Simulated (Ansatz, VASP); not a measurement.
## K in VASP and in Ansatz

```xyz
3
Lattice="7.4665 0.0000 0.0000 -3.7332 6.4662 0.0000 0.0000 0.0000 4.4395" Properties=species:S:1:pos:R:3 pbc="T T T"
K    -3.7332    6.4662    4.4395
K     0.0000    4.3108    2.2198
K     3.7332    2.1554    2.2198
```

Alike in both runs: task single point; functional PBEsol; k mesh 6 × 6 × 8; occupations fermi-dirac, width 0.1 eV; no spin polarisation.

|  | VASP | Ansatz |
| --- | --- | --- |
| version | VASP 6.6.1 | Ansatz 0.2.0 |
| potentials or method | VASP PAW PBE potentials, release 64 (K_sv), cutoff 520 eV | plane waves (420 eV) with PAW, scalar-relativistic |
| valence electrons in the cell | 27 | 27 |

|  | VASP | Ansatz | Ansatz less VASP |
| --- | --- | --- | --- |
| pressure (GPa) | 0.0 | 0.0 | +0.01 |

VASP's potentials were made for PBE, not for PBEsol, and Ansatz warns of the same on its side. The functional is the same, so the differences come from potentials, cutoffs and numerics.
